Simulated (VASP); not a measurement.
CoO: single point with BLYP+U

Crystal: CoO.

```
Co O
1.0
     0.00000    2.20586    2.20586
     2.20586    0.00000    2.20586
     2.20586    2.20586    0.00000
Co O
1 1
Direct
  0.00000 0.00000 0.00000
  0.50000 0.50000 0.50000
```

```
Program             : VASP 6.6.1
Task                : single point
Functional          : BLYP
Potentials or basis : VASP PAW PBE potentials, release 64 (Co_sv, O)
Cutoff              : 700 eV
k mesh              : 10 × 10 × 10
Occupations         : gaussian, width 0.05 eV
Spin                : collinear spin, ferromagnetic start
Starting moments    : [2.89, 0.25] μB
Hubbard terms       : Co d U = 3.3 eV
```

```
Pressure                                              : -10.0 GPa
Band gap on the k mesh                                : zero (filled and empty bands overlap)
Net moment                                            : 3.00 μB per cell
Site moments                                          : Co +2.67; O +0.26 μB
Valence electrons inside the program's atomic spheres : Co 14.86; O 4.96
```

Levels at points of the mesh, in eV from the Fermi level:
Spin up:
```csv
k point,band 11,band 12,band 13,band 14,band 15,band 16
"(0.00, 0.00, 0.00)",-2.12,-2.12,-2.12,1.21,17.58,17.67
"(0.50, 0.00, 0.00)",-2.58,-0.27,-0.27,5.65,8.94,13.30
"(0.50, 0.50, 0.00)",-3.19,-3.15,-3.15,5.65,9.95,11.73
```
Spin down:
```tsv
k point	band 7	band 8	band 9	band 10	band 11	band 12	band 13	band 14
(0.00, 0.00, 0.00)	-1.66	-1.66	-0.92	-0.92	-0.92	1.68	1.83	1.84
(0.50, 0.00, 0.00)	-3.25	-3.25	-0.08	-0.08	0.16	3.90	3.90	5.89
(0.50, 0.50, 0.00)	-2.76	-2.76	-1.74	0.03	0.03	2.26	2.51	6.42
```

Eigenvalues of the final occupation matrices:
| site | spin | trace | eigenvalues |
| --- | --- | --- | --- |
| site 1 d | 1 | 4.68 | 0.93 0.93 0.93 0.95 0.95 |
| site 1 d | 2 | 2.03 | 0.09 0.09 0.61 0.61 0.61 |

Run time: 2.4 min on 1 thread of Intel(R) Xeon(R) Platinum 8259CL CPU @ 2.50GHz (Skylake/Cascade Lake) (shared host), peak memory 0.2 GiB.

Caveat: the cell stands under tension; the PAW data sets were made with another functional, which shifts forces and pressure a little; a cell with one magnetic atom can't hold antiferromagnetic order, which such compounds often take. The state reached can hang on the start; a lower one may exist.
